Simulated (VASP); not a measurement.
Write the native input for VASP 6.6.1 that does the following.

* Task: single point
* Functional: PBE-based screened hybrid with 40 % exact exchange
* Potentials or basis: VASP PAW PBE potentials, release 64 (Sn_d, Se)
* Cutoff: 520 eV
* k mesh: 4 × 4 × 2
* Occupations: gaussian, width 0.01 eV
* Spin: no spin polarisation
* Dipole correction: no
* Grid for exact exchange (PRECFOCK): Normal
* Share of exact exchange: 0.4
* Further INCAR settings: ALGO = Normal; EDIFF = 1e-06; NBANDS = 28
* Screening parameter: 0.2078 1/Å

Crystal: SnSe.

```xyz
4
Lattice="4.2193 0.0000 0.0000 0.0000 4.2193 0.0000 0.0000 0.0000 5.9930" Properties=species:S:1:pos:R:3 pbc="T T T"
Sn    2.1097    0.0000    1.4988
Sn    0.0000    2.1097    4.4942
Se    2.1097    0.0000    4.4942
Se    0.0000    2.1097    1.4989
```

The input as run:

POSCAR

```
SnSe
1.0
    4.2193393516      0.0000000000      0.0000000000
    0.0000000000      4.2193393516      0.0000000000
    0.0000000000      0.0000000000      5.9930255593
Sn Se
2 2
Direct
    0.5000000000      0.0000000000      0.2500915766
    0.0000000000      0.5000000000      0.7499084234
    0.5000000000      0.0000000000      0.7498972969
    0.0000000000      0.5000000000      0.2501027031
```

INCAR.step1

```
  PREC = Accurate
  ENCUT = 520
  EDIFF = 1E-5
  ISMEAR = 0
  SIGMA = 0.01
  LREAL = False
  LASPH = True
  NELM = 60
  ALGO = Normal
  ISIF = 2
  LWAVE = True
  NBANDS = 28
  GGA = PE
```

INCAR.step2

```
  PREC = Accurate
  ENCUT = 520
  EDIFF = 1E-6
  ISMEAR = 0
  SIGMA = 0.01
  LREAL = False
  LASPH = True
  NELM = 60
  ALGO = Normal
  ISIF = 2
  LWAVE = False
  LCHARG = True
  GGA = PE
  LHFCALC = True
  AEXX = 0.4
  HFSCREEN = 0.2078
  PRECFOCK = Normal
  LELF = True
  LVHAR = True
  NBANDS = 28
  ISTART = 1
```

KPOINTS

```
Automatic mesh
0
Gamma
  4 4 2
```

Potentials or basis: VASP PAW PBE potentials, release 64 (Sn_d, Se).

Launch:

```console
$ cat potpaw_PBE.64/Sn_d/POTCAR potpaw_PBE.64/Se/POTCAR > POTCAR
$ cp INCAR.step1 INCAR
$ mpirun -np 1 vasp_std > vasp.out
$ cp INCAR.step2 INCAR
$ mpirun -np 1 vasp_std > vasp.out
```

Results of the run:

```json
{"Pressure": "-0.4 GPa", "Largest force": "0.005 eV/Å", "Band gap on the k mesh": "0.45 eV"}
```

Caveat: the k points lie up to 0.52 Å⁻¹ apart; the PAW data sets were made with another functional, which shifts forces and pressure a little; spin-orbit coupling is left out, which moves the levels of the heavy elements.

It took 59 min on 1 thread of Oxide Virtual Turin-like Processor, on a shared host, peak memory 0.32 GiB.
